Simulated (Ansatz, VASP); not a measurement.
CaO in VASP and in Ansatz

POSCAR

```
CaO
1.0
    0.0000000000      2.3975473901      2.3975473901
    2.3975473901      0.0000000000      2.3975473901
    2.3975473901      2.3975473901      0.0000000000
Ca O
1 1
Direct
    0.0000000000      0.0000000000      0.0000000000
    0.5000000000      0.5000000000      0.5000000000
```

INCAR.step1

```
PREC = Accurate ; ENCUT = 1480
ISMEAR = 0 ; SIGMA = 0.01
LREAL = False ; LASPH = True
NELM = 120 ; NBANDS = 15
GGA = PE ; ALGO = Normal
EDIFF = 1E-5 ; LWAVE = True
LCHARG = False ; GGA_COMPAT = False
```

File INCAR.step2:

```
PREC = Accurate ; ENCUT = 1480
EDIFF = 1E-6 ; ISMEAR = 0
SIGMA = 0.01 ; LREAL = False
LASPH = True ; NELM = 120
ALGO = Normal ; ISIF = 2
LWAVE = False ; LCHARG = False
METAGGA = R2SCAN ; LMIXTAU = True
NBANDS = 15 ; ISTART = 1
GGA_COMPAT = False
```

File KPOINTS:

```
regular mesh
0
Gamma
  6 6 6
```

Input for Ansatz:

```yaml
crystal:
  lattice:
    - [0.0, 2.3975473901, 2.3975473901]
    - [2.3975473901, 0.0, 2.3975473901]
    - [2.3975473901, 2.3975473901, 0.0]
  atoms:
    - { symbol: Ca, position: [0.0, 0.0, 0.0] }
    - { symbol: O, position: [0.5, 0.5, 0.5] }
kpoints:
  mp_grid: { grid: [6, 6, 6] }
hamiltonian:
  xc: r2scan
scf:
  occupations: { method: fixed }
  n_extra_bands: 4
output:
  forces: true
  stress: true
  eigenvalues: true
  write_density: true
  write_potential: true
  elf: true
  volumetric_format: npy
```

Alike in both runs: task single point; functional r2SCAN; k mesh 6 × 6 × 6; no spin polarisation.

```csv
,VASP,Ansatz
version,VASP 6.6.1,Ansatz 0.2.0
potentials or method,"VASP PAW PBE potentials, release 64 (Ca_sv, O_h)","plane waves, PAW"
plane-wave cutoff (eV),1480,500
occupations,"gaussian, width 0.01 eV",fixed
valence electrons in the cell,16,16
```

```csv
,VASP,Ansatz,Ansatz less VASP
gap on the k mesh at the Fermi level (eV),4.19,4.20,+0.007
pressure (GPa),1.0,0.0,-0.99
```

VASP's potentials were made for PBE, not for r2SCAN.
